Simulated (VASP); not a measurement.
Crystal: Ga.

```
Ga
1.0
     3.90884    0.00000    0.00000
    -1.95442    3.38516    0.00000
     0.00000    0.00000    4.43471
Ga
3
Direct
  0.22540 0.00000 0.33333
  0.00000 0.22540 0.66667
  0.77460 0.77460 0.00000
```

* Program: VASP 6.6.1
* Task: relaxation of cell and atoms
* Functional: PBEsol
* Potentials or basis: VASP PAW PBE potentials, release 64 (Ga_d)
* Cutoff: 600 eV
* k mesh: 6 × 6 × 4
* Occupations: gaussian, width 0.1 eV
* Spin: no spin polarisation

At the start: pressure 17.0 GPa; volume 19.56 Å³/atom.

Q: How do energy, volume and symmetry change on relaxing?

A: Over 18 steps the energy falls by 870.5 meV/atom and the volume is 18.48 Å³/atom (-5.5 %); space group R-3m (No. 166, to 0.05 Å).

The path:
```
step  energy change (eV)  largest force (eV/Å)  pressure (GPa)  volume (Å³)
   1              0.0000                5.3342           16.97        58.68
   2             -1.6901                0.2041           -7.61        77.68
   3             -1.8252                0.8205           -4.89        70.97
   4             -1.8275                0.7338           -5.28        71.58
   5             -2.1218                0.6858           -3.71        65.30
   6             -2.3972                0.5540            1.99        55.63
   7             -2.3963                0.4918            4.20        53.83
   8             -2.3999                0.5223            3.11        54.64
   9             -2.5071                0.0949            1.51        55.06
  10             -2.5828                0.1803            0.38        55.56
  11             -2.5939                0.1479           -1.30        56.18
  12             -2.5954                0.1581           -1.11        56.02
  13             -2.5994                0.1250            0.63        54.63
  14             -2.6003                0.1391            0.09        55.12
  15             -2.6064                0.1047            0.47        54.97
  16             -2.6089                0.0711            0.59        54.83
  17             -2.6092                0.0557            0.61        54.78
  18             -2.6114                0.0051           -0.14        55.45
```

Final structure:
```yaml
crystal:
  lattice:
    - [3.47100, 0.00000, 0.00000]
    - [-1.73550, 3.00597, 0.00000]
    - [0.00000, 0.00000, 5.31402]
  atoms:
    - { symbol: Ga, position: [0.33376, 0.00000, 0.33333] }
    - { symbol: Ga, position: [0.00000, 0.33376, 0.66667] }
    - { symbol: Ga, position: [0.66624, 0.66624, 0.00000] }
```

Caveat: the PAW data sets were made with another functional, which shifts forces and pressure a little.
